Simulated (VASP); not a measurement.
# Zn: single point with revPBE

Zn:

```
Zn
1.0
     2.68142    0.00000    0.00000
    -1.34071    2.32217    0.00000
     0.00000    0.00000    5.03089
Zn
2
Direct
  0.33333 0.66667 0.25000
  0.66667 0.33333 0.75000
```

| Item | Value |
| --- | --- |
| Program | VASP 6.6.1 |
| Task | single point |
| Functional | revPBE |
| Potentials or basis | VASP PAW PBE potentials, release 64 (Zn) |
| Cutoff | 520 eV |
| k mesh | 22 × 22 × 10 |
| Occupations | fermi-dirac, width 0.1 eV |
| Spin | no spin polarisation |
| Dipole correction | no |
| Further INCAR settings | ALGO = Normal; EDIFF = 1e-07; NBANDS = 19 |

- Pressure: 0.4 GPa
- Band gap on the k mesh: zero (band 12 reaches 4.73 eV, above the bottom of band 13 at -0.14 eV)

Stress tensor (GPa, compression positive):
```
0.29 0.00 0.00
0.00 0.29 0.00
0.00 0.00 0.55
```

Levels at points of the mesh, in eV from the Fermi level:
| k point | band 9 | band 10 | band 11 | band 12 | band 13 | band 14 | band 15 | band 16 |
| --- | --- | --- | --- | --- | --- | --- | --- | --- |
| (0.00, 0.00, 0.00) | -7.21 | -7.03 | -7.03 | -3.51 | -3.13 | 13.07 | 16.68 | 17.34 |
| (0.50, 0.00, 0.00) | -6.84 | -6.83 | -2.69 | -2.06 | 2.54 | 3.55 | 3.93 | 5.63 |
| (0.00, 0.00, 0.50) | -7.10 | -7.10 | -7.10 | -7.10 | 4.34 | 4.34 | 18.57 | 18.57 |
| (0.50, 0.00, 0.50) | -6.83 | -6.83 | -1.74 | -1.74 | 0.14 | 0.14 | 9.86 | 9.86 |

Wall time 54 s on 1 thread of Intel(R) Xeon(R) 6975P-C (Granite Rapids), on a shared host, peak memory 0.26 GiB.

Caveat: the PAW data sets were made with another functional, which shifts forces and pressure a little.
